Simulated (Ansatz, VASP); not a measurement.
Two plane-wave programs on Ag

The input INCAR:

```
ALGO = Fast ; EDIFF = 1E-7
ENCUT = 520 ; ISIF = 2
ISMEAR = 0 ; LASPH = T
LCHARG = F ; LREAL = F
LWAVE = F ; NBANDS = 12
NELM = 60 ; PREC = Accurate
SIGMA = 0.15
```

Contents of KPOINTS:

```
k-points
0
Gamma
  22 22 22
```

POSCAR

```
Ag
1.0
   -1.4463469908      1.4463469908      2.1695204861
    1.4463469908     -1.4463469908      2.1695204861
    1.4463469908      1.4463469908     -2.1695204861
Ag
1
Direct
    0.0000000000      0.0000000000      0.0000000000
```

Input for Ansatz:

```yaml
crystal:
  lattice:
    - [-1.4463469908, 1.4463469908, 2.1695204861]
    - [1.4463469908, -1.4463469908, 2.1695204861]
    - [1.4463469908, 1.4463469908, -2.1695204861]
  atoms:
    - { symbol: Ag, position: [0.0, 0.0, 0.0] }
basis:
  ecutwfc: 420
kpoints:
  mp_grid: { grid: [22, 22, 22] }
hamiltonian:
  xc: lda
scf:
  occupations: { method: gaussian, width: 0.15 }
output:
  forces: true
  stress: true
  eigenvalues: true
```

Alike in both runs: task single point; functional LDA; k mesh 22 × 22 × 22; occupations gaussian, width 0.15 eV; no spin polarisation.

|  | VASP | Ansatz |
| --- | --- | --- |
| version | VASP 6.6.1 | Ansatz 0.2.0 |
| potentials or method | VASP PAW LDA potentials, release 64 (Ag), cutoff 520 eV | scalar-relativistic, plane waves, PAW |
| valence electrons in the cell | 11 | 19 |

|  | VASP | Ansatz | Ansatz less VASP |
| --- | --- | --- | --- |
| gap on the k mesh at the Fermi level (eV) | none | none | - |
| pressure (GPa) | -12.0 | -12.1 | -0.14 |
| traceless stress, the component that is largest in VASP (GPa) | -1.42 | -1.41 | +0.003 |

LDA's correlation is that of Perdew and Zunger in VASP and of Perdew and Wang (1992) in Ansatz. A gap of «none» marks a metal or a gap that the smearing closes. VASP's potentials hold 11 valence electrons a cell and Ansatz's 19, so a difference there can come from the potentials and not from the codes.
